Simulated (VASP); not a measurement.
Write the native input for VASP 6.6.1 that does the following.

| Property | Result |
| --- | --- |
| Task | electric field gradients |
| Functional | PBE |
| Potentials or basis | VASP PAW PBE potentials, release 64 (Ba_sv, O) |
| Cutoff | 520 eV |
| k mesh | 8 × 8 × 8 |
| Occupations | fermi-dirac, width 0.02 eV |
| Spin | no spin polarisation |
| Dipole correction | no |
| Further INCAR settings | ALGO = Normal; EDIFF = 1e-08; NBANDS = 15 |

The structure of BaO lies in POSCAR:

```
BaO
1.0
    0.0275000000      2.7637500000      2.7637500000
    2.7637500000      0.0275000000      2.7637500000
    2.7637500000      2.7637500000      0.0275000000
Ba O
1 1
Direct
    0.0000000000      0.0000000000      0.0000000000
    0.5000000000      0.5000000000      0.5000000000
```

This cell differs from its parent crystal: equal xy, yz and zx shear strains of +1 %.

The input as run:

INCAR

```
PREC = Accurate
ENCUT = 520
EDIFF = 1E-8
ISMEAR = -1
SIGMA = 0.02
LREAL = False
LASPH = True
NELM = 120
ALGO = Normal
ISIF = 2
LWAVE = False
LCHARG = False
GGA = PE
LEFG = True
NBANDS = 15
GGA_COMPAT = False
```

KPOINTS

```
Automatic mesh
0
Gamma
  8 8 8
```

Potentials or basis: VASP PAW PBE potentials, release 64 (Ba_sv, O).

The run is started by

```bash
$ cat potpaw_PBE.64/Ba_sv/POTCAR potpaw_PBE.64/O/POTCAR > POTCAR
$ mpirun -np 1 vasp_std > vasp.out
```

It gave:

| Quantity | Value |
| --- | --- |
| Pressure | 4.9 GPa |
| Band gap on the k mesh | 1.90 eV |
| Largest electric field gradient by atom | Ba -14.5; O +0.5 V/Å² |

Caveat: the cell differs from its parent crystal (equal xy, yz and zx shear strains of +1 %); the cell stands under pressure; without QUAD_EFG the Cq values of the log hold for a quadrupole moment of 1 mb, not for the nuclei; spin-orbit coupling is left out, which moves the levels of the heavy elements.

Wall time 47 s on 1 thread of AMD EPYC 7R43 64-Core Processor (Zen 3) (shared host), peak memory 0.16 GiB.
